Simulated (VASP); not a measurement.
Set up this calculation in VASP 6.6.1, as the native input.

| Property | Result |
| --- | --- |
| Task | single point |
| Functional | HSE06 |
| Potentials or basis | VASP PAW PBE potentials, release 64 (Rb_sv, Br) |
| Cutoff | 520 eV |
| k mesh | 4 × 4 × 4 |
| Occupations | gaussian, width 0.01 eV |
| Spin | no spin polarisation |
| Dipole correction | no |
| Grid for exact exchange (PRECFOCK) | Normal |
| Further INCAR settings | ALGO = Normal; EDIFF = 1e-06; NBANDS = 15 |
| Share of exact exchange | 0.25 |
| Screening parameter | 0.2079 1/Å |

RbBr:

```xyz
2
Lattice="0.0000 3.8695 3.8695 3.7921 0.0000 3.8695 3.7921 3.8695 0.0000" Properties=species:S:1:pos:R:3 pbc="T T T"
Rb    0.0000    0.0000    0.0000
Br    1.8961    1.9347    1.9347
```

This cell differs from its parent crystal: uniaxial x strain -2.0%.

The input as run:

POSCAR

```
RbBr
1.0
    0.0000000000      3.8694968646      3.8694968646
    3.7921069273      0.0000000000      3.8694968646
    3.7921069273      3.8694968646      0.0000000000
Rb Br
1 1
Direct
    0.0000000000      0.0000000000      0.0000000000
    0.2500000000      0.2500000000      0.2500000000
```

INCAR.step1

```
SYSTEM = RbBr
PREC     = Accurate       ! precision mode
ENCUT    = 520            ! plane-wave cutoff, eV
EDIFF    = 1E-5           ! SCF threshold, eV
ISMEAR   = 0              ! smearing method
SIGMA    = 0.01           ! smearing width, eV
LREAL    = .FALSE.        ! projectors in reciprocal space
LASPH    = .TRUE.         ! aspherical terms in the spheres
NELM     = 80             ! most SCF steps
ALGO     = Normal         ! electronic algorithm
ISIF     = 2              ! what is computed and relaxed
LWAVE    = .TRUE.         ! write WAVECAR
LCHARG   = .FALSE.        ! write CHGCAR
NBANDS   = 15             ! bands
GGA      = PE             ! functional
```

INCAR.step2

```
SYSTEM = RbBr
PREC     = Accurate       ! precision mode
ENCUT    = 520            ! plane-wave cutoff, eV
EDIFF    = 1E-6           ! SCF threshold, eV
ISMEAR   = 0              ! smearing method
SIGMA    = 0.01           ! smearing width, eV
LREAL    = .FALSE.        ! projectors in reciprocal space
LASPH    = .TRUE.         ! aspherical terms in the spheres
NELM     = 80             ! most SCF steps
ALGO     = Normal         ! electronic algorithm
ISIF     = 2              ! what is computed and relaxed
LWAVE    = .FALSE.        ! write WAVECAR
LCHARG   = .FALSE.        ! write CHGCAR
GGA      = PE             ! functional
LHFCALC  = .TRUE.         ! exact exchange
HFSCREEN = 0.2079         ! screening, 1/A
PRECFOCK = Normal       
NBANDS   = 15             ! bands
ISTART   = 1
```

KPOINTS

```
regular mesh
0
G
  4 4 4
  0 0 0
```

Potentials or basis: VASP PAW PBE potentials, release 64 (Rb_sv, Br).

Launch:

```console
$ cat potpaw_PBE.64/Rb_sv/POTCAR potpaw_PBE.64/Br/POTCAR > POTCAR
$ cp INCAR.step1 INCAR
$ mpirun -np 1 vasp_std > vasp.out
$ cp INCAR.step2 INCAR
$ mpirun -np 1 vasp_std > vasp.out
```

Results of the run:

```json
{
  "Pressure": "0.3 GPa",
  "Band gap on the k mesh": "5.20 eV (least direct gap 5.30 eV)"
}
```

Caveat: the cell differs from its parent crystal (uniaxial x strain -2.0%); the structure was generated, so it needn't be the stable form of RbBr; the PAW data sets were made with another functional, which shifts forces and pressure a little.

It took 15 min on 1 thread of Intel(R) Xeon(R) Platinum 8259CL CPU @ 2.50GHz (Skylake/Cascade Lake), on a shared host, peak memory 0.36 GiB.
